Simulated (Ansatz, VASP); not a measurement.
# Sn in VASP and in Ansatz

File INCAR:

```
SYSTEM = Sn
  ALGO = Fast
  EDIFF = 1E-7
  ENCUT = 520
  GGA = CA
  ISIF = 2
  ISMEAR = 0
  LASPH = .True.
  LCHARG = .False.
  LREAL = .False.
  LWAVE = .False.
  NBANDS = 13
  NELM = 100
  PREC = Accurate
  SIGMA = 0.15
```

Contents of KPOINTS:

```
k-points
0
Gamma
  18 18 18
  0 0 0
```

The input POSCAR:

```
Sn
1.0
   -1.8378122646      1.8378122646      1.9230715965
    1.8378122646     -1.8378122646      1.9230715965
    1.8378122646      1.8378122646     -1.9230715965
Sn
1
Direct
    0.0000000000      0.0000000000      0.0000000000
```

Input for Ansatz:

```yaml
crystal:
  lattice:
    - [-1.8378122646, 1.8378122646, 1.9230715965]
    - [1.8378122646, -1.8378122646, 1.9230715965]
    - [1.8378122646, 1.8378122646, -1.9230715965]
  atoms:
    - { symbol: Sn, position: [0.0, 0.0, 0.0] }
basis:
  ecutwfc: 420
kpoints:
  mp_grid: { grid: [18, 18, 18] }
hamiltonian:
  xc: lda
scf:
  occupations: { method: gaussian, width: 0.15 }
output:
  forces: true
  stress: true
  eigenvalues: true
```

Change from the starting cell: strain -0.030 along x and y, +0.015 along z, atoms carried along.

Alike in both runs: task single point; functional LDA; k mesh 18 × 18 × 18; occupations gaussian, width 0.15 eV; no spin polarisation.

|  | VASP | Ansatz |
| --- | --- | --- |
| version | VASP 6.6.1 | Ansatz 0.2.0 |
| potentials or method | VASP PAW LDA potentials, release 64 (Sn_d), cutoff 520 eV | scalar-relativistic, plane waves, PAW |
| valence electrons in the cell | 14 | 14 |

```csv
,VASP,Ansatz,Ansatz less VASP
gap on the k mesh at the Fermi level (eV),none,none,-
pressure (GPa),-1.0,-1.0,-0.03
"traceless stress, the component that is largest in VASP (GPa)",0.51,0.51,+0.003
```

LDA's correlation is that of Perdew and Zunger in VASP and of Perdew and Wang (1992) in Ansatz. A gap of «none» marks a metal or a gap that the smearing closes.
